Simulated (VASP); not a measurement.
Wanted: the native input for a VASP 6.6.1 run.

```yaml
Task: relaxation of cell and atoms
Functional: PBE
Potentials_or_basis: VASP PAW PBE potentials, release 64 (Sr_sv, Ag, B)
Cutoff: 600 eV
k_mesh: 6 × 6 × 4
Occupations: gaussian, width 0.1 eV
Spin: no spin polarisation
Dipole_correction: no
Further_INCAR_settings: ALGO = Normal; EDIFF = 1e-06; IBRION = 2; EDIFFG = -0.04; NSW = 90; ISIF = 3
```

The structure of SrAg2B2 lies in POSCAR:

```
SrAg2B2
1.0
    4.1049024300      0.0000000000      0.0000000000
   -2.0524512200      3.5549497900      0.0000000000
    0.0000000000      0.0000000000      6.4054960500
Sr Ag B
1 2 2
Direct
    0.0000000000      0.0000000000      0.5000000000
    0.3333333300      0.6666666700      0.1448990000
    0.6666666700      0.3333333300      0.8551010000
    0.3333333300      0.6666666700      0.7578778300
    0.6666666700      0.3333333300      0.2421221700
```

The cell was built from a structure type or drawn by symmetry, and may not be a known phase.

The input as run:

INCAR

```
  PREC = Accurate
  ENCUT = 600
  EDIFF = 1E-6
  ISMEAR = 0
  SIGMA = 0.1
  LREAL = False
  LASPH = True
  NELM = 80
  ALGO = Normal
  ISIF = 3
  LWAVE = False
  LCHARG = False
  GGA = PE
  IBRION = 2
  NSW = 90
  EDIFFG = -0.04
```

KPOINTS

```
Automatic mesh
0
Gamma
  6 6 4
```

Potentials or basis: VASP PAW PBE potentials, release 64 (Sr_sv, Ag, B).

Launch:

```bash
$ cat potpaw_PBE.64/Sr_sv/POTCAR potpaw_PBE.64/Ag/POTCAR potpaw_PBE.64/B/POTCAR > POTCAR
$ mpirun -np 1 vasp_std > vasp.out
```

Results of the run:

```yaml
Relaxed_volume: 17.97 Å³/atom
Relaxed_cell: a = 3.869 Å, b = 3.869 Å, c = 6.930 Å, α = 90.00°, β = 90.00°, γ = 120.00°
Space_group_after_relaxing_to_0.1_Å: P-3m1 (No. 164)
Energy_gained_by_relaxing: 128.9 meV/atom
Ionic_steps: 9
Pressure_after_relaxing: 0.1 GPa
Largest_force_after_relaxing: 0.028 eV/Å
Band_gap_on_the_k_mesh: zero (bands 19 and 20 overlap by 2.86 eV)
```

Run time: 5.7 min on 1 thread of AMD EPYC 7R13 Processor (Zen 3) (shared host), peak memory 0.27 GiB.
